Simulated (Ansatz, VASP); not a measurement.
# Two plane-wave programs on HfO2

The input INCAR:

```
PREC = Accurate
ENCUT = 520
EDIFF = 1E-6
ISMEAR = -1
SIGMA = 0.02
LREAL = False
LASPH = True
NELM = 60
ALGO = Normal
ISIF = 2
LWAVE = False
LCHARG = True
GGA = PE
LELF = True
LVHAR = True
NBANDS = 31
```

The input KPOINTS:

```
Automatic mesh
0
Gamma
  6 6 8
```

File POSCAR:

```
HfO2
1.0
    4.7898993623      0.0000000000      0.0000000000
    0.0000000000      4.7898993623      0.0000000000
    0.0000000000      0.0000000000      3.2413605665
Hf O
2 4
Direct
    0.0000000000      0.0000000000      0.0000000000
    0.5000000000      0.5000000000      0.5000000000
    0.3054798702      0.3054798702      0.0000000000
    0.1945201298      0.8054798702      0.5000000000
    0.8054798702      0.1945201298      0.5000000000
    0.6945201298      0.6945201298      0.0000000000
```

Input for Ansatz:

```yaml
crystal:
  lattice:
    - [4.7898993623, 0.0, 0.0]
    - [0.0, 4.7898993623, 0.0]
    - [0.0, 0.0, 3.2413605665]
  atoms:
    - { symbol: Hf, position: [0.0, 0.0, 0.0] }
    - { symbol: Hf, position: [0.5, 0.5, 0.5] }
    - { symbol: O, position: [0.3054798702, 0.3054798702, 0.0] }
    - { symbol: O, position: [0.1945201298, 0.8054798702, 0.5] }
    - { symbol: O, position: [0.8054798702, 0.1945201298, 0.5] }
    - { symbol: O, position: [0.6945201298, 0.6945201298, 0.0] }
kpoints:
  mp_grid: { grid: [6, 6, 8] }
  band_path:
    path:
      - [0.0, 0.0, 0.0]
      - [0.0, 0.5, 0.0]
      - [0.5, 0.5, 0.0]
      - [0.0, 0.0, 0.5]
      - [0.0, 0.5, 0.5]
      - [0.5, 0.5, 0.5]
    npoints: 1
hamiltonian:
  xc: pbe
scf:
  occupations: { method: fermi_dirac, width: 0.02 }
  n_extra_bands: 5
output:
  forces: true
  stress: true
  eigenvalues: true
```

Change from the starting cell: epitaxial_xy strain -1.0%.

Alike in both runs: task single point; functional PBE; k mesh 6 × 6 × 8; occupations fermi-dirac, width 0.02 eV; no spin polarisation.

|  | VASP | Ansatz |
| --- | --- | --- |
| version | VASP 6.6.1 | Ansatz 0.2.0 |
| potentials or method | VASP PAW PBE potentials, release 64 (Hf_pv, O) | plane waves, PAW |
| plane-wave cutoff (eV) | 520 | 420 |
| valence electrons in the cell | 44 | 76 |

|  | VASP | Ansatz | Ansatz less VASP |
| --- | --- | --- | --- |
| gap on the k mesh at the Fermi level (eV) | 4.00 | 4.06 | +0.059 |
| pressure (GPa) | 4.7 | 7.6 | +2.94 |
| traceless stress, the component that is largest in VASP (GPa) | -2.79 | -2.27 | +0.519 |
| rms of the force components (eV/Å) | 0.006 | 0.014 | +0.0080 |

Atom by atom the forces differ by 0.020 eV/Å (rms over components). VASP's potentials hold 44 valence electrons a cell and Ansatz's 76, so a difference there can come from the potentials and not from the codes.

Neither program's run includes spin-orbit coupling.
